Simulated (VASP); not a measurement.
The system is AlN.

```
Al N
1.0
     3.12069    0.00000    0.00000
    -1.56034    2.70259    0.00000
     0.00000    0.00000   10.11143
Al N
4 4
Direct
  0.00000 0.00000 0.99875
  0.33333 0.66667 0.24983
  0.00000 0.00000 0.49875
  0.66667 0.33333 0.74983
  0.00000 0.00000 0.18822
  0.33333 0.66667 0.43820
  0.00000 0.00000 0.68822
  0.66667 0.33333 0.93820
```

```yaml
Program: VASP 6.6.1
Task: relaxation of cell and atoms
Functional: LDA
Potentials_or_basis: VASP PAW LDA potentials, release 64 (Al, N)
Cutoff: 600 eV
k_mesh: 12 × 12 × 2
Occupations: fermi-dirac, width 0.02 eV
Spin: no spin polarisation
```

At the start: pressure -7.7 GPa; volume 10.66 Å³/atom.

Question: How do energy, volume and symmetry change on relaxing?

Answer: Over 7 steps the energy falls by 10.1 meV/atom and the volume is 10.25 Å³/atom (-3.8 %); space group P6_3mc (No. 186, to 0.05 Å).

The path:
```tsv
step	energy change (eV)	largest force (eV/Å)	pressure (GPa)	volume (Å³)
1	0.0000	0.0051	-7.68	85.28
2	-0.0106	0.0254	8.08	79.13
3	-0.0810	0.0102	-0.05	82.02
4	-0.0810	0.0105	0.12	81.96
5	-0.0810	0.0069	-0.10	82.04
6	-0.0810	0.0058	-0.03	82.01
7	-0.0810	0.0023	-0.01	82.00
```

Final structure:
```xyz
8
Lattice="3.0807 0.0000 0.0000 -1.5403 2.6680 0.0000 0.0000 0.0000 9.9770" Properties=species:S:1:pos:R:3 pbc="T T T"
Al    0.0000    0.0000    9.9643
Al    0.0000    1.7786    2.4923
Al    1.5403    2.6680    4.9758
Al    1.5403    0.8893    7.4808
N     3.0807    0.0000    1.8779
N     0.0000    1.7786    4.3725
N     3.0807    0.0000    6.8664
N     1.5403    0.8893    9.3610
```
